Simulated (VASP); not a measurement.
Mg:

```xyz
2
Lattice="3.2093 0.0000 0.0000 -1.6046 2.7793 0.0000 0.0000 0.0000 5.2103" Properties=species:S:1:pos:R:3 pbc="T T T"
Mg    0.0000    1.8529    1.3026
Mg    1.6047    0.9264    3.9077
```

* Program: VASP 6.6.1
* Task: relaxation of cell and atoms
* Functional: LDA
* Potentials or basis: VASP PAW LDA potentials, release 64 (Mg)
* Cutoff: 600 eV
* k mesh: 8 × 8 × 5
* Occupations: gaussian, width 0.02 eV
* Spin: no spin polarisation

At the start: pressure -2.8 GPa; volume 23.24 Å³/atom.

**Question.** How do energy, volume and symmetry change on relaxing?

**Answer.** Over 3 steps the energy falls by 16.1 meV/atom and the volume is 21.50 Å³/atom (-7.5 %); space group P6_3/mmc (No. 194, to 0.1 Å) before and after.

Step by step:
| step | energy change (eV) | largest force (eV/Å) | pressure (GPa) | volume (Å³) |
| --- | --- | --- | --- | --- |
| 1 | 0.0000 | 0.0000 | -2.75 | 46.47 |
| 2 | -0.0300 | 0.0000 | -0.79 | 43.84 |
| 3 | -0.0322 | 0.0000 | -0.03 | 43.01 |

Final structure:
```cif
data_structure
_symmetry_space_group_name_H-M 'P 1'
_symmetry_Int_Tables_number 1
_cell_length_a 3.1239
_cell_length_b 3.1239
_cell_length_c 5.0889
_cell_angle_alpha 90.000
_cell_angle_beta 90.000
_cell_angle_gamma 120.000
_cell_volume 43.01
loop_
_atom_site_label
_atom_site_type_symbol
_atom_site_fract_x
_atom_site_fract_y
_atom_site_fract_z
_atom_site_occupancy
Mg1 Mg 0.33333 0.66667 0.25000 1
Mg2 Mg 0.66667 0.33333 0.75000 1
```
